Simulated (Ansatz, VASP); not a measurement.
**Two plane-wave programs on BN**

```
B N
1.0
     0.00000    3.33948    2.16883
     1.25384    0.00000    2.16883
     1.25384    3.33948    0.00000
B N
1 1
Cartesian
  1.2538 3.3395 0.0005
  1.2538 3.3395 3.0415
```

Change from the starting cell: all N atoms moved +0.150 Å, as atom 2 along Cartesian [0 0 1].

Alike in both runs: task single point; functional PBE; dispersion D3(BJ); k mesh 12 × 12 × 12; occupations gaussian, width 0.05 eV; no spin polarisation.

```csv
,VASP,Ansatz
version,VASP 6.6.1,Ansatz 0.2.0
potentials or method,"VASP PAW PBE potentials, release 64 (B, N), cutoff 520 eV","scalar-relativistic, plane waves, PAW"
valence electrons in the cell,8,8
```

Ansatz gave:

```
gap on the k mesh at the Fermi level (eV)                     : 2.54
least direct gap on the mesh (eV)                             : 3.91
pressure (GPa)                                                : 10.1
traceless stress, the component that is largest in VASP (GPa) : 27.59
rms of the force components (eV/Å)                            : 4.540
```

Q: Estimate VASP's values.

A: gap on the k mesh at the Fermi level (eV): 2.53; least direct gap on the mesh (eV): 3.90; pressure (GPa): 10.1; traceless stress, the component that is largest in VASP (GPa): 27.65; rms of the force components (eV/Å): 4.532.

Atom by atom the forces differ by 0.008 eV/Å (rms over components).
